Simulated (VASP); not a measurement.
# Mg2Sn in VASP: further runs

Runs on Mg2Sn. Level: LDA. Tasks: single point.

All numbers are computed with VASP 6.6.1; they aren't measurements. Logs are shortened: lines on timing, memory, paths and dates and some standing lists are left out, and cuts for length are marked.

## (1) The cell of the first run

Symmetry: I4/mmm, No. 139, tetragonal system. The conventional cell has a = 4.684 Å, b = 4.684 Å, c = 6.759 Å, α = 90.00°, β = 90.00°, γ = 90.00°. Mg (site symmetry -4m2) has 4 Sn at 2.89 Å and 6 Mg at 3.31 to 3.38 Å within 3.8 Å. Sn (site symmetry 4/mmm) has 8 Mg at 2.89 Å within 3.8 Å.

## (2) Single point, LDA (equal xx and yy strain of -2 %)

Input file INCAR:

```
SYSTEM = Mg2Sn
PREC = Accurate ; ENCUT = 600
EDIFF = 1E-6 ; ISMEAR = -1
SIGMA = 0.08 ; LREAL = .False.
LASPH = .True. ; NELM = 120
ALGO = Normal ; ISIF = 2
LWAVE = .False. ; LCHARG = .False.
GGA = CA ; NBANDS = 16
GGA_COMPAT = .False.
```

Input file KPOINTS:

```
regular mesh
0
Gamma
  11 11 11
  0 0 0
```

Input file POSCAR:

```
Mg2Sn
1.0
    0.0000000000      3.3119100000      3.3795000000
    3.3119100000      0.0000000000      3.3795000000
    3.3119100000      3.3119100000      0.0000000000
Mg Sn
2 1
Direct
    0.2500000000      0.2500000000      0.2500000000
    0.7500000000      0.7500000000      0.7500000000
    0.0000000000      0.0000000000      0.0000000000
```

Potentials or basis: VASP PAW LDA potentials, release 64 (Mg, Sn_d).

The run is started by

```sh
$ cat potpaw_LDA.64/Mg/POTCAR potpaw_LDA.64/Sn_d/POTCAR > POTCAR
$ mpirun -np 1 vasp_std > vasp.out
```

OUTCAR:

```text
SYSTEM = Mg2Sn
   PREC = Accurate
   ENCUT = 600
   EDIFF = 1E-6
   ISMEAR = -1
   LREAL = .False.
   LASPH = .True.
   NELM = 120
   ISIF = 2
   GGA = CA

 ion  position               nearest neighbor table
   1  0.250  0.250  0.250-   3 2.89   3 2.89   3 2.89   3 2.89   2 3.31   2 3.31   2 3.31   2 3.31
                             2 3.38   2 3.38
   2  0.750  0.750  0.750-   3 2.89   3 2.89   3 2.89   3 2.89   1 3.31   1 3.31   1 3.31   1 3.31
                             1 3.38   1 3.38
   3  0.000  0.000  0.000-   2 2.89   2 2.89   2 2.89   1 2.89   2 2.89   1 2.89   1 2.89   1 2.89

  LATTYP: Found a body centered tetragonal cell.
 ALAT       =     4.6837480394
 C/A-ratio  =     1.4430750636

  Lattice vectors:

 A1 = (  -3.3119100000,   0.0000000000,   3.3795000000)
 A2 = (   3.3119100000,   0.0000000000,   3.3795000000)
 A3 = (   0.0000000000,   3.3119100000,  -3.3795000000)

Analysis of symmetry for initial positions (statically):
=====================================================================
 Subroutine PRICEL returns:
 Original cell was already a primitive cell.

 Routine SETGRP: Setting up the symmetry group for a
 body centered tetragonal supercell.

 Subroutine GETGRP returns: Found 16 space group operations
 (whereof 16 operations were pure point group operations)
 out of a pool of 16 trial point group operations.

The static configuration has the point symmetry D_4h.

Analysis of symmetry for dynamics (positions and initial velocities):
=====================================================================
 Subroutine PRICEL returns:
 Original cell was already a primitive cell.

 Routine SETGRP: Setting up the symmetry group for a
 body centered tetragonal supercell.

 Subroutine GETGRP returns: Found 16 space group operations
 (whereof 16 operations were pure point group operations)
 out of a pool of 16 trial point group operations.

The dynamic configuration has the point symmetry D_4h.

 Subroutine INISYM returns: Found 16 space group operations
 (whereof 16 operations are pure point group operations),
 and found     1 'primitive' translations

----------------------------------------------------------------------------------------

                                     Primitive cell

  volume of cell :      74.1378

  direct lattice vectors                    reciprocal lattice vectors
     0.000000000  3.311910000  3.379500000    -0.150970286  0.150970286  0.147950880
     3.311910000  0.000000000  3.379500000     0.150970286 -0.150970286  0.147950880
     3.311910000  3.311910000  0.000000000     0.150970286  0.150970286 -0.147950880

  length of vectors
     4.731782761  4.731782761  4.683748039     0.259756651  0.259756651  0.259756651

  position of ions in fractional coordinates (direct lattice)
     0.250000000  0.250000000  0.250000000
     0.750000000  0.750000000  0.750000000
     0.000000000  0.000000000  0.000000000

  ion indices of the primitive-cell ions
   primitive index   ion index
                 1           1
                 2           2
                 3           3

----------------------------------------------------------------------------------------

 KPOINTS: regular mesh

Automatic generation of k-mesh.
 Grid dimensions read from file:
 generate k-points for:   11   11   11

 Generating k-lattice:

  Cartesian coordinates                     Fractional coordinates (reciprocal lattice)
    -0.013724571  0.013724571  0.013450080     0.090909091  0.000000000  0.000000000
     0.013724571 -0.013724571  0.013450080     0.000000000  0.090909091  0.000000000
     0.013724571  0.013724571 -0.013450080    -0.000000000 -0.000000000  0.090909091

  Length of vectors
     0.023614241  0.023614241  0.023614241

  Shift w.r.t. Gamma in fractional coordinates (k-lattice)
     0.000000000  0.000000000  0.000000000

 Subroutine IBZKPT returns following result:
 ===========================================

 Found    126 irreducible k-points:

 Following reciprocal coordinates:
            Coordinates               Weight
  0.000000  0.000000  0.000000      1.000000
  0.090909 -0.000000  0.000000      8.000000
  0.181818 -0.000000  0.000000      8.000000
  0.272727  0.000000  0.000000      8.000000
  0.363636 -0.000000  0.000000      8.000000
  0.454545 -0.000000  0.000000      8.000000
[... 16 lines left out ...]
 -0.272727  0.181818  0.000000      8.000000
 -0.181818  0.181818  0.000000      4.000000
 [... further k-points ...]
   k-points           NKPTS =    126   k-points in BZ     NKDIM =    126   number of bands    NBANDS=     16
   number of dos      NEDOS =    301   number of ions     NIONS =      3
   total plane-waves  NPLWV =  64000
   dimension x,y,z NGX =    40 NGY =   40 NGZ =   40
   dimension x,y,z NGXF=    80 NGYF=   80 NGZF=   80
   ions per type =               2   1
   NGX,Y,Z   is equivalent  to a cutoff of  14.05, 14.05, 14.20 a.u.
[... 36 lines left out ...]
   GGA     = CA    functional components
   LHFCALC =     F    Hartree Fock is set to
   AEXX    =    0.0000 exact exchange contribution
   IVDW    =     0    specifies the selected vdW correction
   LEPSILON=     F    determine dielectric tensor
   LRPA    =     F    only Hartree local field effects (RPA)
 non-spin polarized calculation
  energy-cutoff  :      600.00
  volume of cell :       74.14
 maximum number of plane-waves:      2505
 NGX is ok and might be reduce to    40
   NGX = 19   NGY = 19   NGZ = 19

 number of electron      17.9999998 magnetization

 Free energy of the ion-electron system (eV)
  ---------------------------------------------------
  ext. energy  EPLUGINS =         0.00000000
  ---------------------------------------------------
  free energy    TOTEN  =        -8.93735333 eV

  energy without entropy =       -8.93082615  energy(sigma->0) =       -8.93408974

 E-fermi :   4.3426     XC(G=0):  -9.1301

 val. band max:        4.3062311363   @ k =   0.0000   0.0000   0.0000
 cond. band min:       4.3443752288   @ k =  -0.0909   0.0909   0.0000
 fundamental gap:      0.0381440925
 Fermi energy:         4.3425768386

 k-point     1 :       0.0000    0.0000    0.0000
  band No.  band energies     occupation
      1     -16.5542      2.00000
      2     -16.5542      2.00000
      3     -16.5502      2.00000
      4     -16.5111      2.00000
      5     -16.5062      2.00000
      6      -4.9548      2.00000
[... 8 lines left out ...]
     15       9.8392      0.00000
     16      10.0816      0.00000

 k-point     2 :       0.0909   -0.0000    0.0000
  band No.  band energies     occupation
      1     -16.5541      2.00000
      2     -16.5539      2.00000
      3     -16.5500      2.00000
      4     -16.5110      2.00000
      5     -16.5062      2.00000
      6      -4.8852      2.00000
[... 8 lines left out ...]
     15       9.1510      0.00000
     16       9.3748      0.00000

 k-point     3 :       0.1818   -0.0000    0.0000
  band No.  band energies     occupation
      1     -16.5538      2.00000
      2     -16.5530      2.00000
      3     -16.5492      2.00000
      4     -16.5108      2.00000
      5     -16.5061      2.00000
      6      -4.6814      2.00000
[... 8 lines left out ...]
     15       8.8943      0.00000
     16       9.3720      0.00000

 k-point     4 :       0.2727    0.0000    0.0000
  band No.  band energies     occupation
      1     -16.5534      2.00000
      2     -16.5520      2.00000
      3     -16.5482      2.00000
      4     -16.5105      2.00000
      5     -16.5060      2.00000
      6      -4.3635      2.00000
[... 8 lines left out ...]
     15       9.1472      0.00000
     16       9.3695      0.00000
[... 324 lines left out ...]
 k-point    22 :      -0.3636    0.1818    0.0000
  band No.  band energies     occupation
      1     -16.5522      2.00000
      2     -16.5498      2.00000
      3     -16.5472      2.00000
      4     -16.5103      2.00000
      5     -16.5056      2.00000
      6      -3.5757      2.00000
[... 8 lines left out ...]
     15      10.3330      0.00000
     16      10.8554      0.00000

 k-point    23 :      -0.2727    0.1818    0.0000
  band No.  band energies     occupation
      1     -16.5531      2.00000
      2     -16.5507      2.00000
      3     -16.5468      2.00000
      4     -16.5100      2.00000
      5     -16.5061      2.00000
      6      -3.8990      2.00000
[... 8 lines left out ...]
     15      10.4910      0.00000
     16      12.0497      0.00000

 k-point    24 :      -0.1818    0.1818    0.0000
  band No.  band energies     occupation
      1     -16.5538      2.00000
      2     -16.5518      2.00000
      3     -16.5471      2.00000
      4     -16.5100      2.00000
      5     -16.5064      2.00000
      6      -4.2491      2.00000
[... 8 lines left out ...]
     15      10.5361      0.00000
     16      11.2077      0.00000

 [... further k-points ...]

------------------------ aborting loop because EDIFF is reached ----------------------------------------

  FORCE on cell =-STRESS in cart. coord.  units (eV):
  Direction    XX          YY          ZZ          XY          YZ          ZX
  --------------------------------------------------------------------------------------
  -------------------------------------------------------------------------------------
  Total       -0.0048151     -0.0048151     -0.4882784      0.0000000     -0.0000000     -0.0000000
  in kB       -0.1040573     -0.1040573    -10.5520935      0.0000000     -0.0000000     -0.0000000
  external PRESSURE =      -3.5867360 kB  Pullay stress =       0.0000000 kB

 VOLUME and BASIS-vectors are now :
 -----------------------------------------------------------------------------
  energy-cutoff  :      600.00
  volume of cell :       74.14
      direct lattice vectors                 reciprocal lattice vectors
     0.000000000  3.311910000  3.379500000    -0.150970286  0.150970286  0.147950880
     3.311910000  0.000000000  3.379500000     0.150970286 -0.150970286  0.147950880
     3.311910000  3.311910000  0.000000000     0.150970286  0.150970286 -0.147950880

 POSITION                                       TOTAL-FORCE (eV/Angst)
 -----------------------------------------------------------------------------------
      1.65596      1.65596      1.68975         0.000000      0.000000     -0.000000
      4.96786      4.96786      5.06925        -0.000000     -0.000000      0.000000
      0.00000      0.00000      0.00000        -0.000000     -0.000000      0.000000
 -----------------------------------------------------------------------------------
    total drift:                               -0.000000      0.000000     -0.000000

  FREE ENERGIE OF THE ION-ELECTRON SYSTEM (eV)
  ---------------------------------------------------
  free  energy   TOTEN  =        -8.9373533291 eV

  energy  without entropy=       -8.9308261483  energy(sigma->0) =       -8.93408974
```

Run time: 60 s. Hardware: 1 thread of Intel Xeon 6975P-C (Granite Rapids), shared host; peak memory 0.34 GiB.

Results:

```
Free energy            : -8.9374 eV
Pressure               : -0.4 GPa
Band gap on the k mesh : zero (bands 9 and 10 overlap by 0.19 eV)
```

Levels at points of the mesh, in eV from the Fermi level:
| k point | band 6 | band 7 | band 8 | band 9 | band 10 | band 11 | band 12 | band 13 |
| --- | --- | --- | --- | --- | --- | --- | --- | --- |
| (0.00, 0.00, 0.00) | -9.30 | -0.04 | 0.06 | 0.06 | 1.56 | 2.22 | 2.22 | 2.33 |

Caveat: the cell differs from its parent crystal (equal xx and yy strain of -2 %); spin-orbit coupling is left out, which moves the levels of the heavy elements.

## (3) Single point, LDA (equal xx and yy strain of -1 %)

Input file INCAR:

```
SYSTEM = Mg2Sn
ALGO = Normal
EDIFF = 1E-6
ENCUT = 600
GGA_COMPAT = .False.
ISIF = 2
ISMEAR = -1
LASPH = .True.
LCHARG = .False.
LREAL = .False.
LWAVE = .False.
NBANDS = 16
NELM = 120
PREC = Accurate
SIGMA = 0.08
```

Input file KPOINTS:

```
k-points
0
Gamma
  11 11 11
  0 0 0
```

Input file POSCAR:

```
Mg2Sn
1.0
    0.0000000000      3.3457050000      3.3795000000
    3.3457050000      0.0000000000      3.3795000000
    3.3457050000      3.3457050000      0.0000000000
Mg Sn
2 1
Direct
    0.2500000000      0.2500000000      0.2500000000
    0.7500000000      0.7500000000      0.7500000000
    0.0000000000      0.0000000000      0.0000000000
```

Potentials or basis: VASP PAW LDA potentials, release 64 (Mg, Sn_d).

The run is started by

```sh
$ cat potpaw_LDA.64/Mg/POTCAR potpaw_LDA.64/Sn_d/POTCAR > POTCAR
$ mpirun -np 1 vasp_std > vasp.out
```

It took 59 s on 1 thread of Intel Xeon 6975P-C (Granite Rapids), shared host; peak memory 0.34 GiB.

The run converged. Its results:

```yaml
Free_energy: -8.9321 eV
Pressure: -1.3 GPa
Band_gap_on_the_k_mesh: zero (bands 9 and 10 overlap by 0.17 eV)
```

Stress tensor (GPa, compression positive):
```
-1.10  0.00  0.00
 0.00 -1.10  0.00
 0.00  0.00 -1.59
```

Levels at points of the mesh, in eV from the Fermi level:
| k point | band 7 | band 8 | band 9 | band 10 | band 11 | band 12 |
| --- | --- | --- | --- | --- | --- | --- |
| (0.00, 0.00, 0.00) | 0.00 | 0.05 | 0.05 | 1.45 | 2.21 | 2.21 |

Caveat: the cell differs from its parent crystal (equal xx and yy strain of -1 %); spin-orbit coupling is left out, which moves the levels of the heavy elements.

## (4) Single point, LDA (equal xy, yz and zx shear strains of -1 %)

Input file INCAR:

```
PREC     = Accurate       # precision mode
ENCUT    = 600            # plane-wave cutoff, eV
EDIFF    = 1E-6           # SCF threshold, eV
ISMEAR   = -1             # smearing method
SIGMA    = 0.08           # smearing width, eV
LREAL    = False          # projectors in reciprocal space
LASPH    = True           # aspherical terms in the spheres
NELM     = 120            # most SCF steps
ALGO     = Normal         # electronic algorithm
ISIF     = 2              # what is computed and relaxed
LWAVE    = False          # write WAVECAR
LCHARG   = False          # write CHGCAR
NBANDS   = 16             # bands
GGA_COMPAT= False
```

Input file KPOINTS:

```
regular mesh
0
Gamma
  11 11 11
```

Input file POSCAR:

```
Mg2Sn
1.0
   -0.0337950000      3.3626025000      3.3626025000
    3.3626025000     -0.0337950000      3.3626025000
    3.3626025000      3.3626025000     -0.0337950000
Mg Sn
2 1
Direct
    0.2500000000      0.2500000000      0.2500000000
    0.7500000000      0.7500000000      0.7500000000
    0.0000000000      0.0000000000      0.0000000000
```

The run is started by

```sh
$ cat potpaw_LDA.64/Mg/POTCAR potpaw_LDA.64/Sn_d/POTCAR > POTCAR
$ mpirun -np 1 vasp_std > vasp.out
```

It took 71 s on 1 thread of Intel Xeon 6975P-C (Granite Rapids), shared host; peak memory 0.37 GiB.

Results (log left out):

| Property | Result |
| --- | --- |
| Free energy | -8.9144 eV |
| Pressure | -2.1 GPa |
| Largest force | 0.038 eV/Å |
| Band gap on the k mesh | zero (bands 9 and 10 overlap by 0.20 eV) |

Forces in eV/Å, atoms in the order of the input:
```
Mg   0.022  0.022  0.022
Mg  -0.022 -0.022 -0.022
Sn   0.000  0.000  0.000
```

Stress tensor (GPa, compression positive):
```
-2.05  0.36  0.36
 0.36 -2.05  0.36
 0.36  0.36 -2.05
```

Levels at points of the mesh, in eV from the Fermi level:
| k point | band 6 | band 7 | band 8 | band 9 | band 10 | band 11 | band 12 | band 13 |
| --- | --- | --- | --- | --- | --- | --- | --- | --- |
| (0.00, 0.00, 0.00) | -9.09 | 0.02 | 0.02 | 0.08 | 1.33 | 2.16 | 2.16 | 2.33 |

Caveat: the cell differs from its parent crystal (equal xy, yz and zx shear strains of -1 %); spin-orbit coupling is left out, which moves the levels of the heavy elements.

## (5) Single point, LDA (24.70 Å³/atom)

Input file INCAR:

```
PREC = Accurate ; ENCUT = 600
EDIFF = 1E-6 ; ISMEAR = -1
SIGMA = 0.08 ; LREAL = F
LASPH = T ; NELM = 120
ALGO = Normal ; ISIF = 2
LWAVE = F ; LCHARG = F
GGA = CA ; NBANDS = 16
GGA_COMPAT = F
```

Input file KPOINTS:

```
Automatic mesh
0
Gamma
  11 11 11
```

Input file POSCAR:

```
Mg2Sn
1.0
    0.0000000000      3.3338254821      3.3338254821
    3.3338254821      0.0000000000      3.3338254821
    3.3338254821      3.3338254821      0.0000000000
Mg Sn
2 1
Direct
    0.2500000000      0.2500000000      0.2500000000
    0.7500000000      0.7500000000      0.7500000000
    0.0000000000      0.0000000000      0.0000000000
```

The run is started by

```sh
$ cat potpaw_LDA.64/Mg/POTCAR potpaw_LDA.64/Sn_d/POTCAR > POTCAR
$ mpirun -np 1 vasp_std > vasp.out
```

It took 94 s on 1 thread of Intel Xeon 8259CL, shared host; peak memory 0.25 GiB.

Results (log left out):

```yaml
Free_energy: -8.9406 eV
Pressure: -0.4 GPa
Band_gap_on_the_k_mesh: zero (bands 9 and 10 overlap by 0.09 eV)
```

Levels at points of the mesh, in eV from the Fermi level:
| k point | band 7 | band 8 | band 9 | band 10 | band 11 | band 12 |
| --- | --- | --- | --- | --- | --- | --- |
| (0.00, 0.00, 0.00) | 0.02 | 0.02 | 0.02 | 1.56 | 2.25 | 2.25 |

Caveat: spin-orbit coupling is left out, which moves the levels of the heavy elements.

## (6) Single point, LDA (25.47 Å³/atom)

This run uses another cell than the first one, of 25.47 Å³/atom.

Input file INCAR:

```
SYSTEM = Mg2Sn
  PREC = Accurate
  ENCUT = 600
  EDIFF = 1E-6
  ISMEAR = -1
  SIGMA = 0.08
  LREAL = .False.
  LASPH = .True.
  NELM = 120
  ALGO = Normal
  ISIF = 2
  LWAVE = .False.
  LCHARG = .False.
  GGA = CA
  NBANDS = 16
  GGA_COMPAT = .False.
```

Input file KPOINTS:

```
Automatic mesh
0
Gamma
  11 11 11
  0 0 0
```

Input file POSCAR:

```
Mg2Sn
1.0
    0.0000000000      3.3681972400      3.3681972400
    3.3681972400      0.0000000000      3.3681972400
    3.3681972400      3.3681972400      0.0000000000
Mg Sn
2 1
Direct
    0.2500000000      0.2500000000      0.2500000000
    0.7500000000      0.7500000000      0.7500000000
    0.0000000000      0.0000000000      0.0000000000
```

Potentials or basis: VASP PAW LDA potentials, release 64 (Mg, Sn_d).

The run is started by

```sh
$ cat potpaw_LDA.64/Mg/POTCAR potpaw_LDA.64/Sn_d/POTCAR > POTCAR
$ mpirun -np 1 vasp_std > vasp.out
```

It took 90 s on 1 thread of Intel Xeon 8259CL, shared host; peak memory 0.26 GiB.

The run converged. Its results:

```
Free energy            : -8.9259 eV
Pressure               : -1.7 GPa
Band gap on the k mesh : zero (bands 9 and 10 overlap by 0.14 eV)
```

Levels at points of the mesh, in eV from the Fermi level:
```
           k point  band 6  band 7  band 8  band 9  band 10  band 11  band 12  band 13
(0.00, 0.00, 0.00)   -9.15    0.03    0.03    0.03     1.40     2.22     2.22     2.22
```

Caveat: spin-orbit coupling is left out, which moves the levels of the heavy elements.

## (7) The runs side by side

| cell | gap on the mesh (eV) | pressure (GPa) |
| --- | --- | --- |
| a = 4.732, b = 4.732, c = 4.684 Å, angles 60.3, 60.3, 59.3°, 3 atoms | none | -0.4 |
| a = 4.755, b = 4.755, c = 4.732 Å, angles 60.2, 60.2, 59.7°, 3 atoms | none | -1.3 |
| a = 4.756 Å, angles 60.7°, 3 atoms | none | -2.1 |
| a = 4.715 Å, angles 60.0°, 3 atoms | none | -0.4 |
| a = 4.763 Å, angles 60.0°, 3 atoms | none | -1.7 |

Alike in all rows: task single point; level LDA; potentials or basis VASP PAW LDA potentials, release 64 (Mg, Sn_d); no spin polarisation; k mesh 11 × 11 × 11; cutoff (eV) 600; smearing fermi-dirac 0.08 eV.

Caveats: spin-orbit coupling is left out, which moves the levels of the heavy elements.

Absolute energies hang on the potentials; compare differences alone.
